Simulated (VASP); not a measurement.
# Rh12S in VASP: notebook

Runs on Rh12S. Level: PBE. Tasks: single point.

All numbers are computed with VASP 6.6.1; they aren't measurements. Logs are shortened: lines on timing, memory, paths and dates and some standing lists are left out, and cuts for length are marked.

**1. The cell of the first run**

The cell holds a slab with vacuum, 13 atoms: a = 5.417 Å, b = 5.417 Å, c = 19.174 Å, α = 90.00°, β = 90.00°, γ = 90.00°.

**2. Single point, PBE**

File INCAR:

```
SYSTEM = Rh12S
PREC     = Accurate       ! precision mode
ENCUT    = 520            ! plane-wave cutoff, eV
EDIFF    = 1E-6           ! SCF threshold, eV
ISMEAR   = 0              ! smearing method
SIGMA    = 0.1            ! smearing width, eV
LREAL    = .FALSE.        ! projectors in reciprocal space
LASPH    = .TRUE.         ! aspherical terms in the spheres
NELM     = 80             ! most SCF steps
ALGO     = Normal         ! electronic algorithm
ISIF     = 2              ! what is computed and relaxed
LWAVE    = .FALSE.        ! write WAVECAR
LCHARG   = .TRUE.         ! write CHGCAR
LDIPOL   = .TRUE.       
IDIPOL   = 3            
DIPOL    = 0.5 0.5 0.320
GGA      = PE             ! functional
LELF     = .TRUE.         ! ELF
LVHAR    = .TRUE.       
LVACPOTAV= .TRUE.       
NBANDS   = 105            ! bands
```

File KPOINTS:

```
Automatic mesh
0
G
  5 5 1
  0 0 0
```

File POSCAR:

```
Rh12S
1.0
    5.4165863251      0.0000000000      0.0000000000
    0.0000000000      5.4165863251      0.0000000000
    0.0000000000      0.0000000000     19.1737394005
Rh S
12 1
Direct
    0.2500000000      0.2500000000      0.2086186693
    0.2500000000      0.7500000000      0.2086186693
    0.7500000000      0.2500000000      0.2086186693
    0.7500000000      0.7500000000      0.2086186693
    0.0000000000      0.0000000000      0.3044995949
    0.0000000000      0.5000000000      0.3044995949
    0.5000000000      0.0000000000      0.3044995949
    0.5000000000      0.5000000000      0.3044995949
    0.2500000000      0.2500000000      0.4002213256
    0.2500000000      0.7500000000      0.4002213256
    0.7500000000      0.2500000000      0.4002213256
    0.7500000000      0.7500000000      0.4002213256
    0.2500000000      0.2500000000      0.5101067214
```

Potentials or basis: VASP PAW PBE potentials, release 64 (Rh_pv, S).

Run with:

```
$ cat potpaw_PBE.64/Rh_pv/POTCAR potpaw_PBE.64/S/POTCAR > POTCAR
$ mpirun -np 1 vasp_std > vasp.out
```

OUTCAR:

```text
SYSTEM = Rh12S
   PREC = Accurate
   ENCUT = 520
   EDIFF = 1E-6
   ISMEAR = 0
   LREAL = .FALSE.
   LASPH = .TRUE.
   NELM = 80
   ISIF = 2
   GGA = PE

 ion  position               nearest neighbor table
   1  0.250  0.250  0.209-   5 2.65   6 2.65   7 2.65   8 2.65   2 2.71   3 2.71   2 2.71   3 2.71

   2  0.250  0.750  0.209-   5 2.65   6 2.65   7 2.65   8 2.65   1 2.71   4 2.71   1 2.71   4 2.71

   3  0.750  0.250  0.209-   5 2.65   6 2.65   7 2.65   8 2.65   1 2.71   4 2.71   4 2.71   1 2.71
[... 15 lines left out ...]
  11  0.750  0.250  0.400-   5 2.65   6 2.65   7 2.65   8 2.65   9 2.71  12 2.71  12 2.71   9 2.71

  12  0.750  0.750  0.400-   5 2.65   6 2.65   7 2.65   8 2.65  10 2.71  11 2.71  11 2.71  10 2.71

  13  0.250  0.250  0.510-   9 2.11

  LATTYP: Found a simple tetragonal cell.
 ALAT       =     5.4165863251
 C/A-ratio  =     3.5398197776

  Lattice vectors:

 A1 = (   5.4165863251,   0.0000000000,   0.0000000000)
 A2 = (   0.0000000000,   5.4165863251,   0.0000000000)
 A3 = (   0.0000000000,   0.0000000000,  19.1737394005)

Analysis of symmetry for initial positions (statically):
=====================================================================
 Subroutine PRICEL returns:
 Original cell was already a primitive cell.

 Routine SETGRP: Setting up the symmetry group for a
 simple tetragonal supercell.

 Subroutine GETGRP returns: Found  8 space group operations
 (whereof  2 operations were pure point group operations)
 out of a pool of 16 trial point group operations.

The static configuration has the point symmetry C_1h.
 The point group associated with its full space group is C_4v.

Analysis of symmetry for dynamics (positions and initial velocities):
=====================================================================
 Subroutine PRICEL returns:
 Original cell was already a primitive cell.

 Routine SETGRP: Setting up the symmetry group for a
 simple tetragonal supercell.

 Subroutine GETGRP returns: Found  8 space group operations
 (whereof  2 operations were pure point group operations)
 out of a pool of 16 trial point group operations.

The dynamic configuration has the point symmetry C_1h.
 The point group associated with its full space group is C_4v.

 Subroutine INISYM returns: Found  8 space group operations
 (whereof  2 operations are pure point group operations),
 and found     1 'primitive' translations

----------------------------------------------------------------------------------------

                                     Primitive cell

  volume of cell :     562.5462

  direct lattice vectors                    reciprocal lattice vectors
     5.416586325  0.000000000  0.000000000     0.184618123  0.000000000  0.000000000
     0.000000000  5.416586325  0.000000000     0.000000000  0.184618123  0.000000000
     0.000000000  0.000000000 19.173739401     0.000000000  0.000000000  0.052154667

  length of vectors
     5.416586325  5.416586325 19.173739401     0.184618123  0.184618123  0.052154667

  position of ions in fractional coordinates (direct lattice)
     0.250000000  0.250000000  0.208618669
     0.250000000  0.750000000  0.208618669
     0.750000000  0.250000000  0.208618669
     0.750000000  0.750000000  0.208618669
     0.000000000  0.000000000  0.304499595
     0.000000000  0.500000000  0.304499595
     0.500000000  0.000000000  0.304499595
     0.500000000  0.500000000  0.304499595
     0.250000000  0.250000000  0.400221326
     0.250000000  0.750000000  0.400221326
     0.750000000  0.250000000  0.400221326
     0.750000000  0.750000000  0.400221326
     0.250000000  0.250000000  0.510106721

  ion indices of the primitive-cell ions
   primitive index   ion index
                 1           1
                 2           2
                 3           3
                 4           4
                 5           5
                 6           6
                 7           7
                 8           8
                 9           9
                10          10
                11          11
                12          12
                13          13

----------------------------------------------------------------------------------------

 KPOINTS: Automatic mesh

Automatic generation of k-mesh.
 Grid dimensions read from file:
 generate k-points for:    5    5    1

 Generating k-lattice:

  Cartesian coordinates                     Fractional coordinates (reciprocal lattice)
     0.036923625  0.000000000  0.000000000     0.200000000  0.000000000  0.000000000
     0.000000000  0.036923625  0.000000000     0.000000000  0.200000000  0.000000000
     0.000000000  0.000000000  0.052154667     0.000000000  0.000000000  1.000000000

  Length of vectors
     0.036923625  0.036923625  0.052154667

  Shift w.r.t. Gamma in fractional coordinates (k-lattice)
     0.000000000  0.000000000  0.000000000

 Subroutine IBZKPT returns following result:
 ===========================================

 Found      6 irreducible k-points:

 Following reciprocal coordinates:
            Coordinates               Weight
  0.000000  0.000000  0.000000      1.000000
  0.200000  0.000000  0.000000      4.000000
  0.400000  0.000000  0.000000      4.000000
  0.200000  0.200000  0.000000      4.000000
  0.400000  0.200000  0.000000      8.000000
  0.400000  0.400000  0.000000      4.000000
   k-points           NKPTS =      6   k-points in BZ     NKDIM =      6   number of bands    NBANDS=    105
   number of dos      NEDOS =    301   number of ions     NIONS =     13
   total plane-waves  NPLWV = 230400
   dimension x,y,z NGX =    40 NGY =   40 NGZ =  144
   dimension x,y,z NGXF=    80 NGYF=   80 NGZF=  288
   ions per type =              12   1
   NGX,Y,Z   is equivalent  to a cutoff of  12.28, 12.28, 12.49 a.u.
   NGXF,Y,Z  is equivalent  to a cutoff of  24.55, 24.55, 24.97 a.u.
 SYSTEM =  Rh12S
   PREC   = accura    normal or accurate (medium, high low for compatibility)
   ISTART =      0    job   : 0-new  1-cont  2-samecut
   ICHARG =      2    charge: 1-file 2-atom 10-const
   ISPIN  =      1    spin polarized calculation?
   LNONCOLLINEAR =      F non collinear calculations
   LSORBIT =      F    spin-orbit coupling
   LASPH  =      T    aspherical Exc in radial PAW
   ENCUT  =  520.0 eV  38.22 Ry    6.18 a.u.  10.07 10.07 35.65*2*pi/ulx,y,z
   NELM   =     80;   NELMIN=  2; NELMDL= -5     # of ELM steps
   EDIFF  = 0.1E-05   stopping-criterion for ELM
   LREAL  =      F    real-space projection
   EDIFFG = 0.1E-04   stopping-criterion for IOM
   NSW    =      0    number of steps for IOM
   IBRION =     -1    ionic relax: 0-MD 1-quasi-New 2-CG
   NFREE  =      0    steps in history (QN), initial steepest desc. (CG)
   ISIF   =      2    stress and relaxation
   ISYM   =      2    0-nonsym 1-usesym 2-fastsym
   POTIM  = 0.5000    time-step for ionic-motion
   TEBEG  =    0.0;   TEEND  =   0.0 temperature during run
   PSTRESS=    0.0 pullay stress
   NELECT =     186.0000    total number of electrons
   NUPDOWN=      -1.0000    fix difference up-down
   EMIN   =  10.00;   EMAX   =-10.00  energy-range for DOS
   EFERMI =   0.00;   METHOD = LEGACY
   ISMEAR =     0;   SIGMA  =   0.10  broadening in eV -4-tet -1-fermi 0-gaus
   EFERMI_NEDOS =   21; number of points for ismear=-14 and -15
   IALGO  =     38    algorithm
   IMIX   =      4    mixing-type and parameters
     AMIX     =   0.40;   BMIX     =  1.00
     AMIX_MAG =   1.60;   BMIX_MAG =  1.00
  volume/ion in A,a.u.               =      43.27       292.02
  Fermi-wavevector in a.u.,A,eV,Ry     =   1.132035  2.139235 17.435902  1.281503
  Thomas-Fermi vector in A             =   2.268735
   LORBIT       =      0    0 simple, 1 ext, 2 COOP (PROOUT), +10 PAW based schemes
   GGA     = PE    functional components
   LHFCALC =     F    Hartree Fock is set to
   AEXX    =    0.0000 exact exchange contribution
   IVDW    =     0    specifies the selected vdW correction
   LEPSILON=     F    determine dielectric tensor
   LRPA    =     F    only Hartree local field effects (RPA)
 non-spin polarized calculation
 Gauss-broadening in eV      SIGMA  =   0.10
  energy-cutoff  :      520.00
  volume of cell :      562.55
 maximum number of plane-waves:     15180
   NGX = 21   NGY = 21   NGZ = 71

 dipolmoment           0.000000      0.000000     -0.012367 electrons x Angstroem

 number of electron     186.0000090 magnetization

 dipolmoment           0.000000      0.000000      0.101501 electrons x Angstroem

 Free energy of the ion-electron system (eV)
  ---------------------------------------------------
  ext. energy  EPLUGINS =         0.00000000
  ---------------------------------------------------
  free energy    TOTEN  =       -83.49959872 eV

  energy without entropy =      -83.41888310  energy(sigma->0) =      -83.45924091

 E-fermi :   0.1575     XC(G=0):  -5.5120

 val. band max:        0.1516762035   @ k =   0.2000   0.2000   0.0000
 cond. band min:       0.1775433253   @ k =   0.4000   0.2000   0.0000
 fundamental gap:      0.0258671218
 Fermi energy:         0.1575225715

 k-point     1 :       0.0000    0.0000    0.0000
  band No.  band energies     occupation
      1     -47.1843      2.00000
      2     -46.8872      2.00000
      3     -46.8603      2.00000
      4     -46.8603      2.00000
      5     -46.8505      2.00000
      6     -46.7356      2.00000
[... 637 lines left out ...]
    104       1.0971      0.00000
    105       1.5859      0.00000

------------------------ aborting loop because EDIFF is reached ----------------------------------------

  FORCE on cell =-STRESS in cart. coord.  units (eV):
  Direction    XX          YY          ZZ          XY          YZ          ZX
  --------------------------------------------------------------------------------------
  -------------------------------------------------------------------------------------
  Total       -6.6019218     -6.6019218      0.5644519      0.0000000      0.0000000      0.0000000
  in kB      -18.8028120    -18.8028120      1.6076051      0.0000000      0.0000000      0.0000000
  external PRESSURE =     -11.9993396 kB  Pullay stress =       0.0000000 kB

 VOLUME and BASIS-vectors are now :
 -----------------------------------------------------------------------------
  energy-cutoff  :      520.00
  volume of cell :      562.55
      direct lattice vectors                 reciprocal lattice vectors
     5.416586325  0.000000000  0.000000000     0.184618123  0.000000000  0.000000000
     0.000000000  5.416586325  0.000000000     0.000000000  0.184618123  0.000000000
     0.000000000  0.000000000 19.173739401     0.000000000  0.000000000  0.052154667

 POSITION                                       TOTAL-FORCE (eV/Angst)
 -----------------------------------------------------------------------------------
      1.35415      1.35415      4.00000        -0.000000     -0.000000      0.124378
      1.35415      4.06244      4.00000        -0.000000     -0.000000     -0.044759
      4.06244      1.35415      4.00000         0.000000     -0.000000     -0.044759
      4.06244      4.06244      4.00000        -0.000000     -0.000000     -0.107598
      0.00000      0.00000      5.83840         0.112837      0.112837     -0.066433
      0.00000      2.70829      5.83840         0.112837     -0.112837     -0.066433
      2.70829      0.00000      5.83840        -0.112837      0.112837     -0.066433
      2.70829      2.70829      5.83840        -0.112837     -0.112837     -0.066433
      1.35415      1.35415      7.67374        -0.000000     -0.000000     -0.231633
      1.35415      4.06244      7.67374         0.000000      0.000000      0.337324
      4.06244      1.35415      7.67374        -0.000000     -0.000000      0.337324
      4.06244      4.06244      7.67374        -0.000000     -0.000000     -0.068914
      1.35415      1.35415      9.78065        -0.000000     -0.000000     -0.035630
 -----------------------------------------------------------------------------------
    total drift:                                0.000000      0.000000      0.000148

  FREE ENERGIE OF THE ION-ELECTRON SYSTEM (eV)
  ---------------------------------------------------
  free  energy   TOTEN  =       -83.4995987227 eV

  energy  without entropy=      -83.4188831047  energy(sigma->0) =      -83.45924091

 vacuum level on the upper side and lower side of the slab         5.694         5.068
```

Run time: 15 min. Hardware: 1 thread of Intel Xeon Platinum 8488C (Sapphire Rapids), shared host; peak memory 0.62 GiB.

What came out:

| Quantity | Value |
| --- | --- |
| Free energy | -83.4996 eV |
| Largest force | 0.337 eV/Å |
| Band gap on the k mesh | zero (bands 93 and 94 overlap by 0.70 eV) |

Forces in eV/Å, atoms in the order of the input:
```
Rh   0.000  0.000  0.124
Rh   0.000  0.000 -0.045
Rh   0.000  0.000 -0.045
Rh   0.000  0.000 -0.108
Rh   0.113  0.113 -0.066
Rh   0.113 -0.113 -0.066
Rh  -0.113  0.113 -0.066
Rh  -0.113 -0.113 -0.066
Rh   0.000  0.000 -0.232
Rh   0.000  0.000  0.337
Rh   0.000  0.000  0.337
Rh   0.000  0.000 -0.069
S    0.000  0.000 -0.036
```

**3. Single point, PBE**

File INCAR:

```
SYSTEM = Rh12S
PREC     = Accurate       ! precision mode
ENCUT    = 520            ! plane-wave cutoff, eV
EDIFF    = 1E-7           ! SCF threshold, eV
ISMEAR   = 0              ! smearing method
SIGMA    = 0.1            ! smearing width, eV
LREAL    = .FALSE.        ! projectors in reciprocal space
LASPH    = .TRUE.         ! aspherical terms in the spheres
NELM     = 80             ! most SCF steps
ALGO     = Normal         ! electronic algorithm
ISIF     = 2              ! what is computed and relaxed
LWAVE    = .FALSE.        ! write WAVECAR
LCHARG   = .FALSE.        ! write CHGCAR
LDIPOL   = .TRUE.       
IDIPOL   = 3            
DIPOL    = 0.5 0.5 0.317
GGA      = PE             ! functional
NBANDS   = 105            ! bands
```

KPOINTS is that of step 2.

POSCAR: that of step 2 with these lines changed.

```diff
@@ -20,2 +20,2 @@
     0.7500000000      0.7500000000      0.4002213256
-    0.2500000000      0.2500000000      0.5101067214
+    0.5000000000      0.5000000000      0.4710829574
```

Potentials or basis: VASP PAW PBE potentials, release 64 (Rh_pv, S).

Run with:

```
$ cat potpaw_PBE.64/Rh_pv/POTCAR potpaw_PBE.64/S/POTCAR > POTCAR
$ mpirun -np 1 vasp_std > vasp.out
```

It took 12 min on 1 thread of Intel Xeon Platinum 8488C (Sapphire Rapids), shared host; peak memory 0.63 GiB.

It converged, with:

```
Free energy            : -85.5819 eV
Largest force          : 0.647 eV/Å
Band gap on the k mesh : zero (bands 93 and 94 overlap by 0.82 eV)
```

Forces in eV/Å, atoms in the order of the input:
```
Rh   0.023  0.023 -0.029
Rh   0.023 -0.023 -0.029
Rh  -0.023  0.023 -0.029
Rh  -0.023 -0.023 -0.029
Rh   0.000  0.000 -0.360
Rh   0.000  0.000 -0.252
Rh   0.000  0.000 -0.252
Rh   0.000  0.000 -0.647
Rh  -0.098 -0.098  0.406
Rh  -0.098  0.098  0.406
Rh   0.098 -0.098  0.406
Rh   0.098  0.098  0.406
S    0.000  0.000  0.002
```

Levels at points of the mesh, in eV from the Fermi level:
```csv
k point,band 89,band 90,band 91,band 92,band 93,band 94,band 95,band 96
"(0.00, 0.00, 0.00)",0.13,0.19,0.21,0.21,0.44,0.48,0.51,0.51
```

The gap in the log of VASP goes by the Fermi energy; the results here count the filled bands.